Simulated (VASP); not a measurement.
Runs of VASP 6.6.1 on WS2. The structure is that of space group P-6m2 (No. 187), or close to it. The cells are those of the table. 

```csv
cell,gap on the mesh (eV),largest force (eV/Å)
"a = 3.146, b = 3.146, c = 17.801 Å, angles 90.0, 90.0, 120.0°, 3 atoms",(d),1.43
"a = 3.224, b = 3.224, c = 16.953 Å, angles 90.0, 90.0, 120.0°, 3 atoms",1.61,0.52
"a = 3.303, b = 3.303, c = 16.106 Å, angles 90.0, 90.0, 120.0°, 3 atoms",0.67,0.52
"a = 3.067, b = 3.067, c = 17.377 Å, angles 90.0, 90.0, 120.0°, 3 atoms",1.82,0.17
"a = 3.303, b = 3.303, c = 16.953 Å, angles 90.0, 90.0, 120.0°, 3 atoms",1.21,0.97
"a = 2.988, b = 2.988, c = 16.953 Å, angles 90.0, 90.0, 120.0°, 3 atoms",1.94,1.43
"a = 3.146, b = 3.146, c = 17.377 Å, angles 90.0, 90.0, 120.0°, 3 atoms",1.86,0.74
"a = 2.988, b = 2.988, c = 16.106 Å, angles 90.0, 90.0, 120.0°, 3 atoms",(c),3.58
"a = 3.067, b = 3.067, c = 16.530 Å, angles 90.0, 90.0, 120.0°, 3 atoms",2.14,(a)
"a = 3.067, b = 3.067, c = 16.106 Å, angles 90.0, 90.0, 120.0°, 3 atoms",1.96,2.61
"a = 3.146, b = 3.146, c = 16.530 Å, angles 90.0, 90.0, 120.0°, 3 atoms",1.77,0.86
"a = 2.988, b = 2.988, c = 17.377 Å, angles 90.0, 90.0, 120.0°, 3 atoms",1.77,(b)
```

Alike in all rows: task single point; level PBEsol; potentials or basis VASP PAW PBE potentials, release 64 (W_sv, S); no spin polarisation; k mesh 12 × 12 × 2; cutoff (eV) 520; smearing gaussian 0.05 eV.

Problem. Fill in the values left out.

Solution. (a) 1.59; (b) 0.50; (c) 2.30; (d) 1.71.

Caveats: the PAW data sets were made with another functional, which shifts forces and pressure a little; spin-orbit coupling is left out, which moves the levels of the heavy elements.

A k mesh can miss the band edges, and the runs leave out spin-orbit coupling on W.
